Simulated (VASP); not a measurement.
Here is a VASP 6.6.1 calculation.

INCAR

```
SYSTEM = SnO
ALGO     = Normal         ! electronic algorithm
EDIFF    = 1E-6           ! SCF threshold, eV
ENCUT    = 520            ! plane-wave cutoff, eV
GGA      = RE             ! functional
ISIF     = 2              ! what is computed and relaxed
ISMEAR   = -1             ! smearing method
LASPH    = .True.         ! aspherical terms in the spheres
LCHARG   = .False.        ! write CHGCAR
LREAL    = .False.        ! projectors in reciprocal space
LWAVE    = .False.        ! write WAVECAR
NBANDS   = 28             ! bands
NELM     = 80             ! most SCF steps
PREC     = Accurate       ! precision mode
SIGMA    = 0.05           ! smearing width, eV
```

The input KPOINTS:

```
k-points
0
Gamma
  7 7 6
  0 0 0
```

File POSCAR:

```
SnO
1.0
    3.8996012942      0.0000000000      0.0000000000
    0.0000000000      3.8996012942      0.0000000000
    0.0000000000      0.0000000000      5.3799140318
Sn O
2 2
Direct
    0.5000000000      0.0000000000      0.7837663450
    0.0000000000      0.5000000000      0.2162336550
    0.0000000000      0.0000000000      0.0000000000
    0.5000000000      0.5000000000      0.0000000000
```

Potentials or basis: VASP PAW PBE potentials, release 64 (Sn_d, O).

Launch:

```console
$ cat potpaw_PBE.64/Sn_d/POTCAR potpaw_PBE.64/O/POTCAR > POTCAR
$ mpirun -np 1 vasp_std > vasp.out
```

(1) What does it give for the pressure?

(2) Predict the largest force.

(3) Predict the band gap on the k mesh.

Results:

(1) 0.2 GPa.

(2) 0.077 eV/Å.

(3) 1.20 eV (least direct gap 1.80 eV).

Caveat: the PAW data sets were made with another functional, which shifts forces and pressure a little; spin-orbit coupling is left out, which moves the levels of the heavy elements; an odd mesh through Γ misses points on the zone boundary, where band edges can lie.
